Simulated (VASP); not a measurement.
CdS, 2 atoms in the cell. It takes space group F-43m (No. 216, cubic). The conventional cell has a = 6.043 Å, b = 6.043 Å, c = 6.043 Å, α = 90.00°, β = 90.00°, γ = 90.00°. Within 3.5 Å of Cd (site symmetry -43m) lie 4 S at 2.62 Å. S (site symmetry -43m) has 4 Cd at 2.62 Å within 3.5 Å. 

| Item | Value |
| --- | --- |
| Program | VASP 6.6.1 |
| Task | single point |
| Functional | PBE |
| Potentials or basis | VASP PAW PBE potentials, release 64 (Cd, S) |
| Cutoff | 500 eV |
| k mesh | 6 × 6 × 6 |
| Occupations | gaussian, width 0.01 eV |
| Spin | no spin polarisation |
| Dipole correction | no |
| Further INCAR settings | ALGO = Normal; EDIFF = 1e-06; NBANDS = 16 |

Potentials or basis: VASP PAW PBE potentials, release 64 (Cd, S).

Launch:

```sh
$ cat potpaw_PBE.64/Cd/POTCAR potpaw_PBE.64/S/POTCAR > POTCAR
$ mpirun -np 1 vasp_std > vasp.out
```

Hardware: 1 thread of Intel(R) Xeon(R) 6975P-C (Granite Rapids) (shared host).

**Question.** Estimate the wall time of this run.

**Answer.** Run time: 6 s on 1 thread of Intel(R) Xeon(R) 6975P-C (Granite Rapids) (shared host), peak memory 0.17 GiB. Counts: scf iterations 14, k points 16.
